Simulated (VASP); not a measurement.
SrHgI3, 10 atoms in the cell. The structure is hexagonal, space group P6_3/mmc (No. 194). The conventional cell has a = 8.265 Å, b = 8.265 Å, c = 6.943 Å, α = 90.00°, β = 90.00°, γ = 120.00°. Within 5.4 Å of Sr (site symmetry -6m2) lie 12 I at 4.13 to 4.21 Å and 6 Hg at 5.08 Å. Hg (site symmetry -3m) has 6 I at 2.95 Å and 2 Hg at 3.47 Å within 3.9 Å. I (site symmetry mm2) has 2 Hg at 2.95 Å within 3.9 Å. 

- Program: VASP 6.6.1
- Task: single point
- Functional: PBE
- Potentials or basis: VASP PAW PBE potentials, release 64 (Sr_sv, Hg, I)
- Cutoff: 520 eV
- k mesh: 3 × 3 × 4
- Occupations: gaussian, width 0.1 eV
- Spin: no spin polarisation
- Dipole correction: no
- Further INCAR settings: ALGO = Normal; EDIFF = 1e-06; NBANDS = 54

Potentials or basis: VASP PAW PBE potentials, release 64 (Sr_sv, Hg, I).

Launch:

```bash
$ cat potpaw_PBE.64/Sr_sv/POTCAR potpaw_PBE.64/Hg/POTCAR potpaw_PBE.64/I/POTCAR > POTCAR
$ mpirun -np 1 vasp_std > vasp.out
```

Hardware: 1 thread of Intel(R) Xeon(R) Platinum 8259CL CPU @ 2.50GHz (Skylake/Cascade Lake) (shared host).

Problem. How long does it take, and how much memory?

Solution. Run time: 5.2 min on 1 thread of Intel(R) Xeon(R) Platinum 8259CL CPU @ 2.50GHz (Skylake/Cascade Lake) (shared host), peak memory 0.57 GiB. Counts: scf iterations 15, k points 9.
